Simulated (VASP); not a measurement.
Here is a VASP 6.6.1 calculation.

INCAR

```
  ALGO = Normal
  EDIFF = 1E-6
  ENCUT = 520
  GGA = PS
  ISIF = 2
  ISMEAR = -1
  LASPH = T
  LCHARG = F
  LREAL = F
  LWAVE = F
  NBANDS = 28
  NELM = 100
  PREC = Accurate
  SIGMA = 0.05
```

KPOINTS

```
k-points
0
Gamma
  7 7 7
```

POSCAR

```
BaTiO3
1.0
    2.7891542673      1.6103189670      2.2870600104
   -2.7891542673      1.6103189670      2.2870600104
    0.0000000000     -3.2206379340      2.2870600104
Ba Ti O
1 1 3
Direct
    0.0000000000      0.0000000000      0.0000000000
    0.4845000000      0.4845000000      0.4845000000
    0.5086000000      0.0175000000      0.5086000000
    0.0175000000      0.5086000000      0.5086000000
    0.5086000000      0.5086000000      0.0175000000
```

Potentials or basis: VASP PAW PBE potentials, release 64 (Ba_sv, Ti_sv, O).

Run with:

```bash
$ cat potpaw_PBE.64/Ba_sv/POTCAR potpaw_PBE.64/Ti_sv/POTCAR potpaw_PBE.64/O/POTCAR > POTCAR
$ mpirun -np 1 vasp_std > vasp.out
```

**Question.** What does it give for the band gap on the k mesh?

**Answer.** 2.50 eV (least direct gap 2.80 eV).

**Question.** What does it give for the largest force?

**Answer.** 0.594 eV/Å.

Stress tensor (GPa, compression positive):
```
8.70 0.00 0.00
0.00 8.70 0.00
0.00 0.00 8.00
```

Caveat: the cell stands under pressure; the PAW data sets were made with another functional, which shifts forces and pressure a little; spin-orbit coupling is left out, which moves the levels of the heavy elements; an odd mesh through Γ misses points on the zone boundary, where band edges can lie.
